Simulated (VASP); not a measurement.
Wanted: the native input for a VASP 6.6.1 run.

| Quantity | Value |
| --- | --- |
| Task | single point |
| Functional | PBE |
| Potentials or basis | VASP PAW PBE potentials, release 64 (Si) |
| Cutoff | 520 eV |
| k mesh | 12 × 12 × 12 |
| Occupations | fermi-dirac, width 0.05 eV |
| Spin | no spin polarisation |
| Dipole correction | no |
| Further INCAR settings | ALGO = Normal; EDIFF = 1e-07; NBANDS = 11 |

The structure of Si lies in POSCAR:

```
Si
1.0
   -2.2724477779      2.2724477779      1.2738133433
    2.2724477779     -2.2724477779      1.2738133433
    2.2724477779      2.2724477779     -1.2738133433
Si
2
Direct
    0.2500000000      0.7500000000      0.5000000000
    0.5000000000      0.5000000000      0.0000000000
```

These files were run (other wordings do the same):

INCAR

```
  PREC = Accurate
  ENCUT = 520
  EDIFF = 1E-7
  ISMEAR = -1
  SIGMA = 0.05
  LREAL = False
  LASPH = True
  NELM = 60
  ALGO = Normal
  ISIF = 2
  LWAVE = False
  LCHARG = False
  GGA = PE
  NBANDS = 11
```

KPOINTS

```
regular mesh
0
Gamma
  12 12 12
```

Potentials or basis: VASP PAW PBE potentials, release 64 (Si).

Run with:

```sh
$ cat potpaw_PBE.64/Si/POTCAR > POTCAR
$ mpirun -np 1 vasp_std > vasp.out
```

It gave:

```
Pressure               : 23.9 GPa
Band gap on the k mesh : zero (band 4 reaches 13.91 eV, above the bottom of band 5 at 5.93 eV)
```

It took 55 s on 1 thread of AMD EPYC 7R13, on a shared host, peak memory 0.14 GiB.
